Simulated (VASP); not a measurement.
# CdTe (F-43m) in VASP: further runs, part 2 of 3

VASP 6.6.1. The steps go on from the part before.

### Step 3. Single point, PBE (volume changed by -6%)

INCAR reads:

```
SYSTEM = CdTe
ALGO = Normal
EDIFF = 1E-7
ENCUT = 520
GGA = PE
ISIF = 2
ISMEAR = 0
LASPH = .TRUE.
LCHARG = .FALSE.
LREAL = .FALSE.
LWAVE = .FALSE.
NBANDS = 16
NELM = 100
PREC = Accurate
SIGMA = 0.01
```

KPOINTS reads:

```
k-points
0
G
  6 6 6
  0 0 0
```

POSCAR reads:

```
CdTe
1.0
    0.0000000000      3.2428184437      3.2428184437
    3.2428184437      0.0000000000      3.2428184437
    3.2428184437      3.2428184437      0.0000000000
Cd Te
1 1
Direct
    0.0000000000      0.0000000000      0.0000000000
    0.2500000000      0.2500000000      0.2500000000
```

Potentials or basis: VASP PAW PBE potentials, release 64 (Cd, Te).

Command:

```bash
> cat potpaw_PBE.64/Cd/POTCAR potpaw_PBE.64/Te/POTCAR > POTCAR
> mpirun -np 1 vasp_std > vasp.out
```

OUTCAR:

```text
SYSTEM = CdTe
   EDIFF = 1E-7
   ENCUT = 520
   GGA = PE
   ISIF = 2
   ISMEAR = 0
   LASPH = .TRUE.
   LREAL = .FALSE.
   NELM = 100
   PREC = Accurate

 ion  position               nearest neighbor table
   1  0.000  0.000  0.000-   2 2.81   2 2.81   2 2.81   2 2.81
   2  0.250  0.250  0.250-   1 2.81   1 2.81   1 2.81   1 2.81

  LATTYP: Found a face centered cubic cell.
 ALAT       =     6.4856368874

  Lattice vectors:

 A1 = (   0.0000000000,   3.2428184437,   3.2428184437)
 A2 = (   3.2428184437,   0.0000000000,   3.2428184437)
 A3 = (   3.2428184437,   3.2428184437,   0.0000000000)

Analysis of symmetry for initial positions (statically):
=====================================================================
 Subroutine PRICEL returns:
 Original cell was already a primitive cell.

 Routine SETGRP: Setting up the symmetry group for a
 face centered cubic supercell.

 Subroutine GETGRP returns: Found 24 space group operations
 (whereof 24 operations were pure point group operations)
 out of a pool of 48 trial point group operations.

The static configuration has the point symmetry T_d .

Analysis of symmetry for dynamics (positions and initial velocities):
=====================================================================
 Subroutine PRICEL returns:
 Original cell was already a primitive cell.

 Routine SETGRP: Setting up the symmetry group for a
 face centered cubic supercell.

 Subroutine GETGRP returns: Found 24 space group operations
 (whereof 24 operations were pure point group operations)
 out of a pool of 48 trial point group operations.

The dynamic configuration has the point symmetry T_d .

 Subroutine INISYM returns: Found 24 space group operations
 (whereof 24 operations are pure point group operations),
 and found     1 'primitive' translations

----------------------------------------------------------------------------------------

[... 102 lines left out ...]
     AMIX     =   0.40;   BMIX     =  1.00
     AMIX_MAG =   1.60;   BMIX_MAG =  1.00
  volume/ion in A,a.u.               =      34.10       230.13
  Fermi-wavevector in a.u.,A,eV,Ry     =   1.050106  1.984412 15.003445  1.102722
  Thomas-Fermi vector in A             =   2.185095
   LORBIT       =      0    0 simple, 1 ext, 2 COOP (PROOUT), +10 PAW based schemes
   GGA     = PE    functional components
   LHFCALC =     F    Hartree Fock is set to
   AEXX    =    0.0000 exact exchange contribution
   IVDW    =     0    specifies the selected vdW correction
   LEPSILON=     F    determine dielectric tensor
   LRPA    =     F    only Hartree local field effects (RPA)
 non-spin polarized calculation
 Gauss-broadening in eV      SIGMA  =   0.01
  energy-cutoff  :      520.00
  volume of cell :       68.20
 maximum number of plane-waves:      1868
 NGX is ok and might be reduce to    36
   NGX = 17   NGY = 17   NGZ = 17

 number of electron      17.9999997 magnetization

 Free energy of the ion-electron system (eV)
  ---------------------------------------------------
  ext. energy  EPLUGINS =         0.00000000
  ---------------------------------------------------
  free energy    TOTEN  =        -4.77244297 eV

  energy without entropy =       -4.77244297  energy(sigma->0) =       -4.77244297

 E-fermi :   2.4397     XC(G=0):  -8.5732

 val. band max:        2.3307156299   @ k =   0.0000   0.0000   0.0000
 cond. band min:       3.0939991564   @ k =   0.0000   0.0000   0.0000
 fundamental gap:      0.7632835265
 Fermi energy:         2.4397396361

 k-point     1 :       0.0000    0.0000    0.0000
  band No.  band energies     occupation
      1      -8.8294      2.00000
      2      -5.9523      2.00000
      3      -5.9523      2.00000
      4      -5.9523      2.00000
      5      -5.6937      2.00000
      6      -5.6937      2.00000
[... 281 lines left out ...]
      3      -5.8209      2.00000
      4      -5.7408      2.00000
      5      -5.6810      2.00000
      6      -5.1421      2.00000
[... 8 lines left out ...]
     15      13.3879      0.00000
     16      13.6993      0.00000

------------------------ aborting loop because EDIFF is reached ----------------------------------------

  FORCE on cell =-STRESS in cart. coord.  units (eV):
  Direction    XX          YY          ZZ          XY          YZ          ZX
  --------------------------------------------------------------------------------------
  -------------------------------------------------------------------------------------
  Total        1.1137878      1.1137878      1.1137878      0.0000000      0.0000000      0.0000000
  in kB       26.1646615     26.1646615     26.1646615      0.0000000      0.0000000      0.0000000
  external PRESSURE =      26.1646615 kB  Pullay stress =       0.0000000 kB

 VOLUME and BASIS-vectors are now :
 -----------------------------------------------------------------------------
  energy-cutoff  :      520.00
  volume of cell :       68.20
      direct lattice vectors                 reciprocal lattice vectors
     0.000000000  3.242818444  3.242818444    -0.154186862  0.154186862  0.154186862
     3.242818444  0.000000000  3.242818444     0.154186862 -0.154186862  0.154186862
     3.242818444  3.242818444  0.000000000     0.154186862  0.154186862 -0.154186862

 POSITION                                       TOTAL-FORCE (eV/Angst)
 -----------------------------------------------------------------------------------
      0.00000      0.00000      0.00000        -0.000000     -0.000000     -0.000000
      1.62141      1.62141      1.62141         0.000000      0.000000      0.000000
 -----------------------------------------------------------------------------------
    total drift:                               -0.000000     -0.000000     -0.000000

  FREE ENERGIE OF THE ION-ELECTRON SYSTEM (eV)
  ---------------------------------------------------
  free  energy   TOTEN  =        -4.7724429732 eV

  energy  without entropy=       -4.7724429732  energy(sigma->0) =       -4.77244297
```

stdout:

```text
POSCAR found type information on POSCAR CdTe
 POSCAR found :  2 types and       2 ions
 scaLAPACK will be used
 LDA part: xc-table for (Slater+PW92), standard interpolation
 POSCAR, INCAR and KPOINTS ok, starting setup
 FFT: planning ... GRIDC
 FFT: planning ... GRID_SOFT
 FFT: planning ... GRID
 WAVECAR not read
 entering main loop
```

Wall time 9 s (1 thread of Intel Xeon 6975P-C (Granite Rapids), shared host); peak memory 0.21 GiB.

What came out:

* Free energy: -4.7724 eV
* Pressure: 2.6 GPa
* Band gap on the k mesh: 0.76 eV, direct

Levels at points of the mesh, in eV from the valence-band top:
| k point | band 5 | band 6 | band 7 | band 8 | band 9 | band 10 | band 11 | band 12 | band 13 | band 14 |
| --- | --- | --- | --- | --- | --- | --- | --- | --- | --- | --- |
| (0.00, 0.00, 0.00) | -8.02 | -8.02 | 0.00 | 0.00 | 0.00 | 0.76 | 4.60 | 4.60 | 4.60 | 7.46 |
| (0.50, 0.00, 0.00) | -8.02 | -7.67 | -4.41 | -0.77 | -0.77 | 1.82 | 5.19 | 5.19 | 7.08 | 8.64 |
| (0.50, 0.50, 0.00) | -7.99 | -7.53 | -4.30 | -1.86 | -1.86 | 2.61 | 2.67 | 8.83 | 9.12 | 9.12 |

Caveat: spin-orbit coupling is left out, which moves the levels of the heavy elements.

### Step 4. Single point, PBE (volume changed by -3%)

INCAR reads:

```
  PREC = Accurate
  ENCUT = 520
  EDIFF = 1E-7
  ISMEAR = 0
  SIGMA = 0.01
  LREAL = F
  LASPH = T
  NELM = 100
  ALGO = Normal
  ISIF = 2
  LWAVE = F
  LCHARG = F
  GGA = PE
  NBANDS = 16
```

KPOINTS reads:

```
regular mesh
0
Gamma
  6 6 6
```

POSCAR reads:

```
CdTe
1.0
    0.0000000000      3.2769558833      3.2769558833
    3.2769558833      0.0000000000      3.2769558833
    3.2769558833      3.2769558833      0.0000000000
Cd Te
1 1
Direct
    0.0000000000      0.0000000000      0.0000000000
    0.2500000000      0.2500000000      0.2500000000
```

Potentials or basis: VASP PAW PBE potentials, release 64 (Cd, Te).

Command:

```bash
> cat potpaw_PBE.64/Cd/POTCAR potpaw_PBE.64/Te/POTCAR > POTCAR
> mpirun -np 1 vasp_std > vasp.out
```

OUTCAR:

```text
PREC = Accurate
   ENCUT = 520
   EDIFF = 1E-7
   ISMEAR = 0
   LREAL = F
   LASPH = T
   NELM = 100
   ISIF = 2
   GGA = PE

 ion  position               nearest neighbor table
   1  0.000  0.000  0.000-   2 2.84   2 2.84   2 2.84   2 2.84
   2  0.250  0.250  0.250-   1 2.84   1 2.84   1 2.84   1 2.84

  LATTYP: Found a face centered cubic cell.
 ALAT       =     6.5539117666

  Lattice vectors:

 A1 = (   0.0000000000,   3.2769558833,   3.2769558833)
 A2 = (   3.2769558833,   0.0000000000,   3.2769558833)
 A3 = (   3.2769558833,   3.2769558833,   0.0000000000)

Analysis of symmetry for initial positions (statically):
=====================================================================
 Subroutine PRICEL returns:
 Original cell was already a primitive cell.

 Routine SETGRP: Setting up the symmetry group for a
 face centered cubic supercell.

 Subroutine GETGRP returns: Found 24 space group operations
 (whereof 24 operations were pure point group operations)
 out of a pool of 48 trial point group operations.

The static configuration has the point symmetry T_d .

Analysis of symmetry for dynamics (positions and initial velocities):
=====================================================================
 Subroutine PRICEL returns:
 Original cell was already a primitive cell.

 Routine SETGRP: Setting up the symmetry group for a
 face centered cubic supercell.

 Subroutine GETGRP returns: Found 24 space group operations
 (whereof 24 operations were pure point group operations)
 out of a pool of 48 trial point group operations.

The dynamic configuration has the point symmetry T_d .

 Subroutine INISYM returns: Found 24 space group operations
 (whereof 24 operations are pure point group operations),
 and found     1 'primitive' translations

----------------------------------------------------------------------------------------

                                     Primitive cell
[... 100 lines left out ...]
   IMIX   =      4    mixing-type and parameters
     AMIX     =   0.40;   BMIX     =  1.00
     AMIX_MAG =   1.60;   BMIX_MAG =  1.00
  volume/ion in A,a.u.               =      35.19       237.47
  Fermi-wavevector in a.u.,A,eV,Ry     =   1.039166  1.963740 14.692478  1.079867
  Thomas-Fermi vector in A             =   2.173684
   LORBIT       =      0    0 simple, 1 ext, 2 COOP (PROOUT), +10 PAW based schemes
   GGA     = PE    functional components
   LHFCALC =     F    Hartree Fock is set to
   AEXX    =    0.0000 exact exchange contribution
   IVDW    =     0    specifies the selected vdW correction
   LEPSILON=     F    determine dielectric tensor
   LRPA    =     F    only Hartree local field effects (RPA)
 non-spin polarized calculation
 Gauss-broadening in eV      SIGMA  =   0.01
  energy-cutoff  :      520.00
  volume of cell :       70.38
 maximum number of plane-waves:      1917
 NGX is ok and might be reduce to    36
   NGX = 17   NGY = 17   NGZ = 17

 number of electron      18.0000005 magnetization

 Free energy of the ion-electron system (eV)
  ---------------------------------------------------
  ext. energy  EPLUGINS =         0.00000000
  ---------------------------------------------------
  free energy    TOTEN  =        -4.79838813 eV

  energy without entropy =       -4.79838813  energy(sigma->0) =       -4.79838813

 E-fermi :   2.1233     XC(G=0):  -8.4348

 val. band max:        2.0511476913   @ k =   0.0000   0.0000   0.0000
 cond. band min:       2.7191271178   @ k =   0.0000   0.0000   0.0000
 fundamental gap:      0.6679794265
 Fermi energy:         2.1232906171

 k-point     1 :       0.0000    0.0000    0.0000
  band No.  band energies     occupation
      1      -8.9349      2.00000
      2      -6.1294      2.00000
      3      -6.1294      2.00000
      4      -6.1294      2.00000
      5      -5.8933      2.00000
      6      -5.8933      2.00000
[... 281 lines left out ...]
      3      -6.0089      2.00000
      4      -5.9355      2.00000
      5      -5.8812      2.00000
      6      -5.3840      2.00000
[... 8 lines left out ...]
     15      12.9800      0.00000
     16      13.3045      0.00000

------------------------ aborting loop because EDIFF is reached ----------------------------------------

  FORCE on cell =-STRESS in cart. coord.  units (eV):
  Direction    XX          YY          ZZ          XY          YZ          ZX
  --------------------------------------------------------------------------------------
  -------------------------------------------------------------------------------------
  Total        0.5421884      0.5421884      0.5421884      0.0000000     -0.0000000     -0.0000000
  in kB       12.3429520     12.3429520     12.3429520      0.0000000     -0.0000000     -0.0000000
  external PRESSURE =      12.3429520 kB  Pullay stress =       0.0000000 kB

 VOLUME and BASIS-vectors are now :
 -----------------------------------------------------------------------------
  energy-cutoff  :      520.00
  volume of cell :       70.38
      direct lattice vectors                 reciprocal lattice vectors
     0.000000000  3.276955883  3.276955883    -0.152580632  0.152580632  0.152580632
     3.276955883  0.000000000  3.276955883     0.152580632 -0.152580632  0.152580632
     3.276955883  3.276955883  0.000000000     0.152580632  0.152580632 -0.152580632

 POSITION                                       TOTAL-FORCE (eV/Angst)
 -----------------------------------------------------------------------------------
      0.00000      0.00000      0.00000         0.000000     -0.000000      0.000000
      1.63848      1.63848      1.63848        -0.000000      0.000000     -0.000000
 -----------------------------------------------------------------------------------
    total drift:                               -0.000000     -0.000000     -0.000000

  FREE ENERGIE OF THE ION-ELECTRON SYSTEM (eV)
  ---------------------------------------------------
  free  energy   TOTEN  =        -4.7983881325 eV

  energy  without entropy=       -4.7983881325  energy(sigma->0) =       -4.79838813
```

stdout:

```text
POSCAR found type information on POSCAR CdTe
 POSCAR found :  2 types and       2 ions
 scaLAPACK will be used
 LDA part: xc-table for (Slater+PW92), standard interpolation
 POSCAR, INCAR and KPOINTS ok, starting setup
 FFT: planning ... GRIDC
 FFT: planning ... GRID_SOFT
 FFT: planning ... GRID
 WAVECAR not read
 entering main loop
```

Wall time 9 s (1 thread of Intel Xeon 6975P-C (Granite Rapids), shared host); peak memory 0.21 GiB.

What came out:

| Property | Result |
| --- | --- |
| Free energy | -4.7984 eV |
| Pressure | 1.2 GPa |
| Band gap on the k mesh | 0.67 eV, direct |

Levels at points of the mesh, in eV from the valence-band top:
| k point | band 6 | band 7 | band 8 | band 9 | band 10 | band 11 | band 12 | band 13 |
| --- | --- | --- | --- | --- | --- | --- | --- | --- |
| (0.00, 0.00, 0.00) | -7.94 | 0.00 | 0.00 | 0.00 | 0.67 | 4.62 | 4.62 | 4.62 |
| (0.50, 0.00, 0.00) | -7.62 | -4.24 | -0.73 | -0.73 | 1.78 | 5.20 | 5.20 | 7.05 |
| (0.50, 0.50, 0.00) | -7.49 | -4.15 | -1.75 | -1.75 | 2.67 | 2.68 | 8.66 | 8.96 |

Caveat: spin-orbit coupling is left out, which moves the levels of the heavy elements.

(Continued in part 3 of 3.)
